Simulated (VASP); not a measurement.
# Ag in VASP: further runs, part 2 of 2

VASP 6.6.1.

## 3. Single point, PBE

This run uses another cell than the first one, of 16.97 Å³/atom.

Input file INCAR:

```
SYSTEM = Ag
PREC = Accurate
ENCUT = 520
EDIFF = 1E-7
ISMEAR = -1
SIGMA = 0.05
LREAL = .False.
LASPH = .True.
NELM = 100
ALGO = Fast
ISIF = 2
LWAVE = .False.
LCHARG = .True.
GGA = PE
LELF = .True.
LVHAR = .True.
NBANDS = 24
```

Input file KPOINTS:

```
Automatic mesh
0
Gamma
  10 10 10
  0 0 0
```

Input file POSCAR:

```
Ag
1.0
    1.4429765387      0.8331028931      7.0575750582
   -1.4429765387      0.8331028931      7.0575750582
    0.0000000000     -1.6662057860      7.0575750582
Ag
3
Direct
    0.2222810000      0.2222810000      0.2222810000
    0.7777190000      0.7777190000      0.7777190000
    0.0000000000      0.0000000000      0.0000000000
```

Potentials or basis: VASP PAW PBE potentials, release 64 (Ag).

Started as:

```console
> cat potpaw_PBE.64/Ag/POTCAR > POTCAR
> mpirun -np 1 vasp_std > vasp.out
```

OUTCAR:

```text
SYSTEM = Ag
   PREC = Accurate
   ENCUT = 520
   EDIFF = 1E-7
   ISMEAR = -1
   LREAL = .False.
   LASPH = .True.
   NELM = 100
   ISIF = 2
   GGA = PE

 ion  position               nearest neighbor table
   1  0.222  0.222  0.222-   3 2.88   3 2.88   3 2.88   2 2.88   2 2.88   2 2.88
   2  0.778  0.778  0.778-   3 2.88   3 2.88   3 2.88   1 2.88   1 2.88   1 2.88
   3  0.000  0.000  0.000-   2 2.88   1 2.88   2 2.88   2 2.88   1 2.88   1 2.88

  LATTYP: Found a trigonal (rhomboedric) cell.
 ALAT       =     7.2515934403
 COS(alpha) =     0.9208079399

  Lattice vectors:

 A1 = (   1.4429765387,   0.8331028931,   7.0575750582)
 A2 = (  -1.4429765387,   0.8331028931,   7.0575750582)
 A3 = (   0.0000000000,  -1.6662057860,   7.0575750582)

Analysis of symmetry for initial positions (statically):
=====================================================================
 Subroutine PRICEL returns:
 Original cell was already a primitive cell.

 Routine SETGRP: Setting up the symmetry group for a
 trigonal (rhombohedral) supercell.

 Subroutine GETGRP returns: Found 12 space group operations
 (whereof 12 operations were pure point group operations)
 out of a pool of 12 trial point group operations.

The static configuration has the point symmetry D_3d.

Analysis of symmetry for dynamics (positions and initial velocities):
=====================================================================
 Subroutine PRICEL returns:
 Original cell was already a primitive cell.

 Routine SETGRP: Setting up the symmetry group for a
 trigonal (rhombohedral) supercell.

 Subroutine GETGRP returns: Found 12 space group operations
 (whereof 12 operations were pure point group operations)
 out of a pool of 12 trial point group operations.

The dynamic configuration has the point symmetry D_3d.

 Subroutine INISYM returns: Found 12 space group operations
 (whereof 12 operations are pure point group operations),
 and found     1 'primitive' translations

----------------------------------------------------------------------------------------

                                     Primitive cell

  volume of cell :      50.9055

  direct lattice vectors                    reciprocal lattice vectors
     1.442976539  0.833102893  7.057575058     0.346505980  0.200055321  0.047230576
    -1.442976539  0.833102893  7.057575058    -0.346505980  0.200055321  0.047230576
     0.000000000 -1.666205786  7.057575058     0.000000000 -0.400110642  0.047230576

  length of vectors
     7.251593440  7.251593440  7.251593440     0.402888636  0.402888636  0.402888636

  position of ions in fractional coordinates (direct lattice)
     0.222281000  0.222281000  0.222281000
     0.777719000  0.777719000  0.777719000
     0.000000000  0.000000000  0.000000000

  ion indices of the primitive-cell ions
   primitive index   ion index
                 1           1
                 2           2
                 3           3

----------------------------------------------------------------------------------------

 KPOINTS: Automatic mesh

Automatic generation of k-mesh.
 Grid dimensions read from file:
 generate k-points for:   10   10   10

 Generating k-lattice:

  Cartesian coordinates                     Fractional coordinates (reciprocal lattice)
     0.034650598  0.020005532  0.004723058     0.100000000  0.000000000  0.000000000
    -0.034650598  0.020005532  0.004723058     0.000000000  0.100000000  0.000000000
     0.000000000 -0.040011064  0.004723058     0.000000000  0.000000000  0.100000000

  Length of vectors
     0.040288864  0.040288864  0.040288864

  Shift w.r.t. Gamma in fractional coordinates (k-lattice)
     0.000000000  0.000000000  0.000000000

 Subroutine IBZKPT returns following result:
 ===========================================

 Found    116 irreducible k-points:

 Following reciprocal coordinates:
            Coordinates               Weight
  0.000000  0.000000  0.000000      1.000000
  0.100000 -0.000000 -0.000000      6.000000
  0.200000 -0.000000 -0.000000      6.000000
  0.300000 -0.000000 -0.000000      6.000000
  0.400000  0.000000 -0.000000      6.000000
  0.500000  0.000000  0.000000      3.000000
[... 16 lines left out ...]
  0.300000  0.300000 -0.000000      6.000000
  0.400000  0.300000  0.000000     12.000000
 [... further k-points ...]
   k-points           NKPTS =    116   k-points in BZ     NKDIM =    116   number of bands    NBANDS=     24
   number of dos      NEDOS =    301   number of ions     NIONS =      3
   total plane-waves  NPLWV = 157464
   dimension x,y,z NGX =    54 NGY =   54 NGZ =   54
   dimension x,y,z NGXF=   108 NGYF=  108 NGZF=  108
   ions per type =               3
   NGX,Y,Z   is equivalent  to a cutoff of  12.38, 12.38, 12.38 a.u.
   NGXF,Y,Z  is equivalent  to a cutoff of  24.76, 24.76, 24.76 a.u.
 SYSTEM =  Ag
   PREC   = accura    normal or accurate (medium, high low for compatibility)
   ISTART =      0    job   : 0-new  1-cont  2-samecut
   ICHARG =      2    charge: 1-file 2-atom 10-const
   ISPIN  =      1    spin polarized calculation?
   LNONCOLLINEAR =      F non collinear calculations
   LSORBIT =      F    spin-orbit coupling
   LASPH  =      T    aspherical Exc in radial PAW
   ENCUT  =  520.0 eV  38.22 Ry    6.18 a.u.  13.48 13.48 13.48*2*pi/ulx,y,z
   NELM   =    100;   NELMIN=  2; NELMDL= -5     # of ELM steps
   EDIFF  = 0.1E-06   stopping-criterion for ELM
   LREAL  =      F    real-space projection
   EDIFFG = 0.1E-05   stopping-criterion for IOM
   NSW    =      0    number of steps for IOM
   IBRION =     -1    ionic relax: 0-MD 1-quasi-New 2-CG
   NFREE  =      0    steps in history (QN), initial steepest desc. (CG)
   ISIF   =      2    stress and relaxation
   ISYM   =      2    0-nonsym 1-usesym 2-fastsym
   POTIM  = 0.5000    time-step for ionic-motion
   TEBEG  =    0.0;   TEEND  =   0.0 temperature during run
   PSTRESS=    0.0 pullay stress
   NELECT =      33.0000    total number of electrons
   NUPDOWN=      -1.0000    fix difference up-down
   EMIN   =  10.00;   EMAX   =-10.00  energy-range for DOS
   EFERMI =   0.00;   METHOD = LEGACY
   ISMEAR =    -1;   SIGMA  =   0.05  broadening in eV -4-tet -1-fermi 0-gaus
   EFERMI_NEDOS =   21; number of points for ismear=-14 and -15
   IALGO  =     68    algorithm
   IMIX   =      4    mixing-type and parameters
     AMIX     =   0.40;   BMIX     =  1.00
     AMIX_MAG =   1.60;   BMIX_MAG =  1.00
  volume/ion in A,a.u.               =      16.97       114.51
  Fermi-wavevector in a.u.,A,eV,Ry     =   1.416852  2.677463 27.313295  2.007471
  Thomas-Fermi vector in A             =   2.538144
   LORBIT       =      0    0 simple, 1 ext, 2 COOP (PROOUT), +10 PAW based schemes
   GGA     = PE    functional components
   LHFCALC =     F    Hartree Fock is set to
   AEXX    =    0.0000 exact exchange contribution
   IVDW    =     0    specifies the selected vdW correction
   LEPSILON=     F    determine dielectric tensor
   LRPA    =     F    only Hartree local field effects (RPA)
 non-spin polarized calculation
 RMM-DIIS sequential band-by-band and
  energy-cutoff  :      520.00
  volume of cell :       50.91
 maximum number of plane-waves:      1413
 NGX is ok and might be reduce to    54
   NGX = 27   NGY = 27   NGZ = 27

 number of electron      33.0000009 magnetization

 Free energy of the ion-electron system (eV)
  ---------------------------------------------------
  ext. energy  EPLUGINS =         0.00000000
  ---------------------------------------------------
  free energy    TOTEN  =        -8.08328060 eV

  energy without entropy =       -8.07450769  energy(sigma->0) =       -8.07889414

 E-fermi :   8.4467     XC(G=0): -12.2369

 val. band max:        8.4355903994   @ k =  -0.4000   0.1000   0.1000
 cond. band min:       8.4592609554   @ k =  -0.2000  -0.3000   0.1000
 fundamental gap:      0.0236705560
 Fermi energy:         8.4466631126

 k-point     1 :       0.0000    0.0000    0.0000
  band No.  band energies     occupation
      1       0.6944      2.00000
      2       2.1951      2.00000
      3       2.2048      2.00000
      4       3.6617      2.00000
      5       3.6617      2.00000
      6       3.6815      2.00000
[... 16 lines left out ...]
     23      25.5997      0.00000
     24      26.9890      0.00000
[... 598 lines left out ...]
      2       2.4793      2.00000
      3       2.6720      2.00000
      4       2.8602      2.00000
      5       3.2268      2.00000
      6       3.4632      2.00000
[... 16 lines left out ...]
     23      20.8407      0.00000
     24      21.7253      0.00000

 [... further k-points ...]
[... 5 lines left out ...]
  --------------------------------------------------------------------------------------
  -------------------------------------------------------------------------------------
  Total        1.8152998      1.8152998      1.6346004      0.0000000      0.0000000      0.0000000
  in kB       57.1339534     57.1339534     51.4466992      0.0000000      0.0000000      0.0000000
  external PRESSURE =      55.2382020 kB  Pullay stress =       0.0000000 kB

 VOLUME and BASIS-vectors are now :
 -----------------------------------------------------------------------------
  energy-cutoff  :      520.00
  volume of cell :       50.91
      direct lattice vectors                 reciprocal lattice vectors
     1.442976539  0.833102893  7.057575058     0.346505980  0.200055321  0.047230576
    -1.442976539  0.833102893  7.057575058    -0.346505980  0.200055321  0.047230576
     0.000000000 -1.666205786  7.057575058     0.000000000 -0.400110642  0.047230576

 POSITION                                       TOTAL-FORCE (eV/Angst)
 -----------------------------------------------------------------------------------
      0.00000      0.00000      4.70629         0.000000      0.000000      0.002003
      0.00000      0.00000     16.46643         0.000000     -0.000000     -0.002003
      0.00000      0.00000      0.00000         0.000000      0.000000      0.000000
 -----------------------------------------------------------------------------------
    total drift:                                0.000000     -0.000000      0.000000

  FREE ENERGIE OF THE ION-ELECTRON SYSTEM (eV)
  ---------------------------------------------------
  free  energy   TOTEN  =        -8.0832806046 eV

  energy  without entropy=       -8.0745076851  energy(sigma->0) =       -8.07889414
```

It took 19 min on 1 thread of Intel Xeon 6975P-C (Granite Rapids), shared host; peak memory 0.4 GiB.

Results:

```
Free energy            : -8.0833 eV
Pressure               : 5.5 GPa
Band gap on the k mesh : zero (an odd number of electrons rules out a gap without spin polarisation)
```

Forces on the atoms (eV/Å):
```
Ag   0.000  0.000  0.002
Ag   0.000  0.000 -0.002
Ag   0.000  0.000  0.000
```

Levels at points of the mesh, in eV from the Fermi level:
| k point | band 15 | band 16 | band 17 | band 18 | band 19 | band 20 |
| --- | --- | --- | --- | --- | --- | --- |
| (0.00, 0.00, 0.00) | -3.28 | -3.28 | -3.17 | -3.17 | 8.08 | 8.10 |
| (0.50, 0.00, 0.00) | -2.81 | -0.03 | 1.26 | 1.36 | 5.04 | 5.20 |
| (0.50, 0.50, 0.00) | -2.77 | 0.26 | 0.58 | 1.62 | 4.20 | 6.10 |
| (0.50, 0.50, 0.50) | -3.61 | -3.00 | -3.00 | -0.35 | 3.70 | 14.19 |

Caveat: the cell stands under pressure.

## 4. Single point, PBE

This run uses another cell than the first one, of 17.33 Å³/atom.

Input file INCAR:

```
ALGO = Fast
EDIFF = 1E-6
ENCUT = 520
GGA = PE
ISIF = 2
ISMEAR = -1
LASPH = True
LCHARG = True
LELF = True
LREAL = False
LVHAR = True
LWAVE = False
NBANDS = 24
NELM = 80
PREC = Accurate
SIGMA = 0.05
```

Input file KPOINTS:

```
k-points
0
Gamma
  10 10 10
```

Input file POSCAR:

```
Ag
1.0
    1.4531386801      0.8389700082      7.1072779285
   -1.4531386801      0.8389700082      7.1072779285
    0.0000000000     -1.6779400162      7.1072779285
Ag
3
Direct
    0.2222810000      0.2222810000      0.2222810000
    0.7777190000      0.7777190000      0.7777190000
    0.0000000000      0.0000000000      0.0000000000
```

Started as:

```console
> cat potpaw_PBE.64/Ag/POTCAR > POTCAR
> mpirun -np 1 vasp_std > vasp.out
```

It took 13 min on 1 thread of Intel Xeon 6975P-C (Granite Rapids), shared host; peak memory 0.44 GiB.

The run converged. Its results:

```yaml
Free_energy: -8.1129 eV
Pressure: 3.2 GPa
Band_gap_on_the_k_mesh: zero (an odd number of electrons rules out a gap without spin polarisation)
```

Stress tensor (GPa, compression positive):
```
3.37 0.00 0.00
0.00 3.37 0.00
0.00 0.00 2.82
```

Levels at points of the mesh, in eV from the Fermi level:
| k point | band 13 | band 14 | band 15 | band 16 | band 17 | band 18 | band 19 | band 20 | band 21 | band 22 |
| --- | --- | --- | --- | --- | --- | --- | --- | --- | --- | --- |
| (0.00, 0.00, 0.00) | -3.26 | -3.26 | -3.21 | -3.21 | -3.15 | -3.15 | 7.94 | 7.96 | 15.53 | 15.95 |
| (0.50, 0.00, 0.00) | -2.82 | -2.81 | -2.81 | -0.01 | 1.27 | 1.33 | 4.92 | 5.10 | 6.28 | 10.99 |
| (0.50, 0.50, 0.00) | -2.83 | -2.81 | -2.77 | 0.30 | 0.58 | 1.58 | 4.08 | 6.00 | 8.28 | 8.51 |
| (0.50, 0.50, 0.50) | -3.73 | -3.58 | -3.58 | -2.99 | -2.99 | -0.29 | 3.58 | 14.07 | 14.20 | 15.72 |

Caveat: the cell stands under pressure.

## 5. Summary

```csv
cell,further INCAR settings,gap on the mesh (eV),pressure (GPa)
"a = 7.403 Å, angles 23.0°, 3 atoms, atomic positions A",ALGO = Fast; EDIFF = 1e-06; NBANDS = 24,none,-0.7
"a = 7.252 Å, angles 23.0°, 3 atoms, atomic positions B",ALGO = Fast; EDIFF = 1e-07; NBANDS = 24,none,5.5
"a = 7.303 Å, angles 23.0°, 3 atoms, atomic positions B",ALGO = Fast; EDIFF = 1e-06; NBANDS = 24,none,3.2
```

Alike in all rows: task single point; level PBE; potentials or basis VASP PAW PBE potentials, release 64 (Ag); no spin polarisation; k mesh 10 × 10 × 10; cutoff (eV) 520; smearing fermi-dirac 0.05 eV.

Caveats: the cell stands under pressure (at least some runs).

Total energies depend on the potentials used, so only differences within one code and one set of settings carry meaning.

The gap in the log of VASP goes by the Fermi energy; the results here count the filled bands.